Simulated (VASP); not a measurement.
# CuO2 (Fm-3m) in VASP: notebook, part 2 of 2

VASP 6.6.1. The steps go on from the part before.

**4. Single point, PBEsol, collinear spin, ferromagnetic start**

INCAR

```
ALGO = Normal
EDIFF = 1E-7
ENCUT = 520
GGA = PS
ISIF = 2
ISMEAR = 0
ISPIN = 2
LASPH = True
LCHARG = False
LMAXMIX = 4
LORBIT = 11
LREAL = False
LWAVE = False
MAGMOM = 2.5 0 0
NBANDS = 22
NELM = 150
PREC = Accurate
SIGMA = 0.1
```

KPOINTS

```
k-points
0
Gamma
  16 16 16
```

POSCAR

```
CuO2
1.0
    0.0000000000      2.3844798727      2.3844798727
    2.3844798727      0.0000000000      2.3844798727
    2.3844798727      2.3844798727      0.0000000000
Cu O
1 2
Direct
    0.0000000000      0.0000000000      0.0000000000
    0.2500000000      0.2500000000      0.2500000000
    0.7500000000      0.7500000000      0.7500000000
```

Potentials or basis: VASP PAW PBE potentials, release 64 (Cu, O).

Launch:

```bash
cat potpaw_PBE.64/Cu/POTCAR potpaw_PBE.64/O/POTCAR > POTCAR
mpirun -np 1 vasp_std > vasp.out
```

OUTCAR:

```text
EDIFF = 1E-7
   ENCUT = 520
   GGA = PS
   ISIF = 2
   ISMEAR = 0
   ISPIN = 2
   LASPH = True
   LORBIT = 11
   LREAL = False
   NELM = 150
   PREC = Accurate

 ion  position               nearest neighbor table
   1  0.000  0.000  0.000-   3 2.07   3 2.07   3 2.07   2 2.07   3 2.07   2 2.07   2 2.07   2 2.07

   2  0.250  0.250  0.250-   1 2.07   1 2.07   1 2.07   1 2.07
   3  0.750  0.750  0.750-   1 2.07   1 2.07   1 2.07   1 2.07

  LATTYP: Found a face centered cubic cell.
 ALAT       =     4.7689597454

  Lattice vectors:

 A1 = (   0.0000000000,   2.3844798727,   2.3844798727)
 A2 = (   2.3844798727,   0.0000000000,   2.3844798727)
 A3 = (   2.3844798727,   2.3844798727,   0.0000000000)

Analysis of symmetry for initial positions (statically):
=====================================================================
 Subroutine PRICEL returns:
 Original cell was already a primitive cell.

 Routine SETGRP: Setting up the symmetry group for a
 face centered cubic supercell.

 Subroutine GETGRP returns: Found 48 space group operations
 (whereof 48 operations were pure point group operations)
 out of a pool of 48 trial point group operations.

The static configuration has the point symmetry O_h .

Analysis of symmetry for dynamics (positions and initial velocities):
=====================================================================
 Subroutine PRICEL returns:
 Original cell was already a primitive cell.

 Routine SETGRP: Setting up the symmetry group for a
 face centered cubic supercell.

 Subroutine GETGRP returns: Found 48 space group operations
 (whereof 48 operations were pure point group operations)
 out of a pool of 48 trial point group operations.

The dynamic configuration has the point symmetry O_h .

Analysis of structural, dynamic, and magnetic symmetry:
=====================================================================
 Subroutine PRICEL returns:
 Original cell was already a primitive cell.

 Routine SETGRP: Setting up the symmetry group for a
 face centered cubic supercell.

 Subroutine GETGRP returns: Found 48 space group operations
 (whereof 48 operations were pure point group operations)
 out of a pool of 48 trial point group operations.

The overall configuration has the point symmetry O_h .

 Subroutine INISYM returns: Found 48 space group operations
 (whereof 48 operations are pure point group operations),
 and found     1 'primitive' translations

----------------------------------------------------------------------------------------

                                     Primitive cell

  volume of cell :      27.1151

  direct lattice vectors                    reciprocal lattice vectors
     0.000000000  2.384479873  2.384479873    -0.209689335  0.209689335  0.209689335
     2.384479873  0.000000000  2.384479873     0.209689335 -0.209689335  0.209689335
     2.384479873  2.384479873  0.000000000     0.209689335  0.209689335 -0.209689335

  length of vectors
     3.372163775  3.372163775  3.372163775     0.363192583  0.363192583  0.363192583

  position of ions in fractional coordinates (direct lattice)
     0.000000000  0.000000000  0.000000000
     0.250000000  0.250000000  0.250000000
[... 73 lines left out ...]
   ISPIN  =      2    spin polarized calculation?
   LNONCOLLINEAR =      F non collinear calculations
   LSORBIT =      F    spin-orbit coupling
   LASPH  =      T    aspherical Exc in radial PAW
   ENCUT  =  520.0 eV  38.22 Ry    6.18 a.u.   6.27  6.27  6.27*2*pi/ulx,y,z
   NELM   =    150;   NELMIN=  2; NELMDL= -5     # of ELM steps
   EDIFF  = 0.1E-06   stopping-criterion for ELM
   LREAL  =      F    real-space projection
   EDIFFG = 0.1E-05   stopping-criterion for IOM
   NSW    =      0    number of steps for IOM
   IBRION =     -1    ionic relax: 0-MD 1-quasi-New 2-CG
   NFREE  =      0    steps in history (QN), initial steepest desc. (CG)
   ISIF   =      2    stress and relaxation
   ISYM   =      2    0-nonsym 1-usesym 2-fastsym
   POTIM  = 0.5000    time-step for ionic-motion
   TEBEG  =    0.0;   TEEND  =   0.0 temperature during run
   PSTRESS=    0.0 pullay stress
   NELECT =      23.0000    total number of electrons
   NUPDOWN=      -1.0000    fix difference up-down
   EMIN   =  10.00;   EMAX   =-10.00  energy-range for DOS
   EFERMI =   0.00;   METHOD = LEGACY
   ISMEAR =     0;   SIGMA  =   0.10  broadening in eV -4-tet -1-fermi 0-gaus
   EFERMI_NEDOS =   21; number of points for ismear=-14 and -15
   IALGO  =     38    algorithm
   IMIX   =      4    mixing-type and parameters
     AMIX     =   0.40;   BMIX     =  1.00
     AMIX_MAG =   1.60;   BMIX_MAG =  1.00
  volume/ion in A,a.u.               =       9.04        60.99
  Fermi-wavevector in a.u.,A,eV,Ry     =   1.549698  2.928505 32.675267  2.401564
  Thomas-Fermi vector in A             =   2.654468
   LORBIT       =     11    0 simple, 1 ext, 2 COOP (PROOUT), +10 PAW based schemes
   GGA     = PS    functional components
   LHFCALC =     F    Hartree Fock is set to
   AEXX    =    0.0000 exact exchange contribution
   IVDW    =     0    specifies the selected vdW correction
   LEPSILON=     F    determine dielectric tensor
   LRPA    =     F    only Hartree local field effects (RPA)
 spin polarized calculation
 Gauss-broadening in eV      SIGMA  =   0.10
  energy-cutoff  :      520.00
  volume of cell :       27.12
 maximum number of plane-waves:       748
 NGX is ok and might be reduce to    28
   NGX = 13   NGY = 13   NGZ = 13

 number of electron      23.0000006 magnetization       1.9230810

 Free energy of the ion-electron system (eV)
  ---------------------------------------------------
  ext. energy  EPLUGINS =         0.00000000
  ---------------------------------------------------
  free energy    TOTEN  =       -14.43631904 eV

  energy without entropy =      -14.42483097  energy(sigma->0) =      -14.43057501

 E-fermi :   4.3953     XC(G=0): -12.3523

 val. band max:        4.3886968956   @ k =  -0.3750   0.3750   0.0000
 cond. band min:       4.3961377946   @ k =   0.5000   0.2500   0.0625
 fundamental gap:      0.0074408991
 Fermi energy:         4.3953043713

 spin component 1

 k-point     1 :       0.0000    0.0000    0.0000
  band No.  band energies     occupation
      1     -15.8835      1.00000
      2     -11.6852      1.00000
      3      -1.8574      1.00000
      4      -1.8574      1.00000
      5      -1.8574      1.00000
      6       1.4346      1.00000
[... 589 lines left out ...]
     21      32.1691      0.00000
     22      32.3921      0.00000

 [... further k-points ...]

 spin component 2

 k-point     1 :       0.0000    0.0000    0.0000
  band No.  band energies     occupation
      1     -14.9593      1.00000
      2     -10.4508      1.00000
      3      -1.0321      1.00000
      4      -1.0321      1.00000
      5      -1.0321      1.00000
      6       1.8703      1.00000
[... 589 lines left out ...]
     21      32.4850      0.00000
     22      32.7251      0.00000

 [... further k-points ...]

------------------------ aborting loop because EDIFF is reached ----------------------------------------

  FORCE on cell =-STRESS in cart. coord.  units (eV):
  Direction    XX          YY          ZZ          XY          YZ          ZX
  --------------------------------------------------------------------------------------
  -------------------------------------------------------------------------------------
  Total        0.1313538      0.1313538      0.1313538      0.0000000     -0.0000000      0.0000000
  in kB        7.7614405      7.7614405      7.7614405      0.0000000     -0.0000000      0.0000000
  external PRESSURE =       7.7614405 kB  Pullay stress =       0.0000000 kB

 VOLUME and BASIS-vectors are now :
 -----------------------------------------------------------------------------
  energy-cutoff  :      520.00
  volume of cell :       27.12
      direct lattice vectors                 reciprocal lattice vectors
     0.000000000  2.384479873  2.384479873    -0.209689335  0.209689335  0.209689335
     2.384479873  0.000000000  2.384479873     0.209689335 -0.209689335  0.209689335
     2.384479873  2.384479873  0.000000000     0.209689335  0.209689335 -0.209689335

 POSITION                                       TOTAL-FORCE (eV/Angst)
 -----------------------------------------------------------------------------------
      0.00000      0.00000      0.00000         0.000000      0.000000     -0.000000
      1.19224      1.19224      1.19224        -0.000000     -0.000000     -0.000000
      3.57672      3.57672      3.57672         0.000000      0.000000      0.000000
 -----------------------------------------------------------------------------------
    total drift:                                0.000000      0.000000      0.000000

  FREE ENERGIE OF THE ION-ELECTRON SYSTEM (eV)
  ---------------------------------------------------
  free  energy   TOTEN  =       -14.4363190404 eV

  energy  without entropy=      -14.4248309724  energy(sigma->0) =      -14.43057501

 total charge

# of ion       s       p       d       tot
------------------------------------------
    1        0.353   0.454   8.978   9.785
    2        1.609   3.216   0.000   4.825
    3        1.609   3.216   0.000   4.825
--------------------------------------------------
tot          3.571   6.886   8.978  19.435

 magnetization (x)

# of ion       s       p       d       tot
------------------------------------------
    1       -0.019  -0.020   0.611   0.572
    2        0.008   0.592   0.000   0.600
    3        0.008   0.592   0.000   0.600
--------------------------------------------------
tot         -0.002   1.163   0.611   1.772
```

Wall time 11 min (1 thread of AMD EPYC 7R13, shared host); peak memory 0.24 GiB.

What came out:

| Item | Value |
| --- | --- |
| Free energy | -14.4363 eV |
| Pressure | 0.8 GPa |
| Net moment | 1.92 μB per cell |
| Site moments | Cu +0.57; O +0.60 μB |
| Valence electrons inside the program's atomic spheres | Cu 9.79; O 4.83 |

Caveat: the PAW data sets were made with another functional, which shifts forces and pressure a little; a cell with one magnetic atom can't hold antiferromagnetic order, which such compounds often take; semilocal functionals often make such compounds metallic where correlation or magnetic order opens a gap, which also shifts bond lengths. With open d or f shells a metallic result of PBEsol can be an artefact of self-interaction; +U or a hybrid may open a gap.
